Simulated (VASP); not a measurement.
Input of a VASP 6.6.1 run:

File POSCAR:

```
Au
1.0
   -1.6324099650      1.6324099650      1.6075509300
    1.6324099650     -1.6324099650      1.6075509300
    1.6324099650      1.6324099650     -1.6075509300
Au
1
Direct
    0.0000000000      0.0000000000      0.0000000000
```

File INCAR.step1:

```
SYSTEM = Au
ALGO = Normal
EDIFF = 1E-4
ENCUT = 520
GGA = PE
ISMEAR = 0
LASPH = .TRUE.
LCHARG = .FALSE.
LREAL = .FALSE.
LWAVE = .TRUE.
NBANDS = 12
NELM = 60
PREC = Accurate
SIGMA = 0.15
```

Contents of INCAR.step2:

```
SYSTEM = Au
ALGO = Normal
EDIFF = 1E-6
ENCUT = 520
ISIF = 2
ISMEAR = 0
ISTART = 1
LASPH = .TRUE.
LCHARG = .FALSE.
LMIXTAU = .TRUE.
LREAL = .FALSE.
LWAVE = .FALSE.
METAGGA = R2SCAN
NBANDS = 12
NELM = 60
PREC = Accurate
SIGMA = 0.15
```

KPOINTS

```
k-points
0
G
  20 20 20
  0 0 0
```

Potentials or basis: VASP PAW PBE potentials, release 64 (Au).

The run is started by

```bash
$ cat potpaw_PBE.64/Au/POTCAR > POTCAR
$ cp INCAR.step1 INCAR
$ mpirun -np 1 vasp_std > vasp.out
$ cp INCAR.step2 INCAR
$ mpirun -np 1 vasp_std > vasp.out
```

Question: What does it give for the pressure?

Answer: 4.6 GPa.

Question: Estimate the band gap on the k mesh.

Answer: Zero (an odd number of electrons rules out a gap without spin polarisation).

Caveat: the cell differs from its parent crystal (strain -0.015 along x and y, -0.030 along z); the cell stands under pressure; the PAW data sets were made with another functional, which shifts forces and pressure a little; spin-orbit coupling is left out, which moves the levels of the heavy elements.
